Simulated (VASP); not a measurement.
Write the native input for VASP 6.6.1 that does the following.

| Property | Result |
| --- | --- |
| Task | single point |
| Functional | PBEsol |
| Potentials or basis | VASP PAW PBE potentials, release 64 (Ge_d) |
| Cutoff | 520 eV |
| k mesh | 9 × 9 × 9 |
| Occupations | gaussian, width 0.1 eV |
| Spin | no spin polarisation |
| Dipole correction | no |
| Further INCAR settings | ALGO = Normal; EDIFF = 1e-06; NBANDS = 13 |

The structure of Ge lies in POSCAR:

```
Ge
1.0
    1.3734157635     -2.5564152123      0.0000000000
    1.3734157635      2.5564152123      0.0000000000
    0.0000000000      0.0000000000      2.6524589601
Ge
1
Direct
    0.5000000000      0.5000000000      0.0000000000
```

These files were run (other wordings do the same):

INCAR

```
SYSTEM = Ge
ALGO = Normal
EDIFF = 1E-6
ENCUT = 520
GGA = PS
ISIF = 2
ISMEAR = 0
LASPH = .TRUE.
LCHARG = .FALSE.
LREAL = .FALSE.
LWAVE = .FALSE.
NBANDS = 13
NELM = 100
PREC = Accurate
SIGMA = 0.1
```

KPOINTS

```
k-points
0
G
  9 9 9
  0 0 0
```

Potentials or basis: VASP PAW PBE potentials, release 64 (Ge_d).

Launch:

```console
$ cat potpaw_PBE.64/Ge_d/POTCAR > POTCAR
$ mpirun -np 1 vasp_std > vasp.out
```

Results of the run:

```json
{"Pressure": "-0.6 GPa", "Band gap on the k mesh": "zero (bands 7 and 8 overlap by 10.33 eV)"}
```

Caveat: the PAW data sets were made with another functional, which shifts forces and pressure a little.

Wall time 22 s on 1 thread of AMD EPYC 7R13 Processor (Zen 3), with other jobs on the host, peak memory 0.12 GiB.
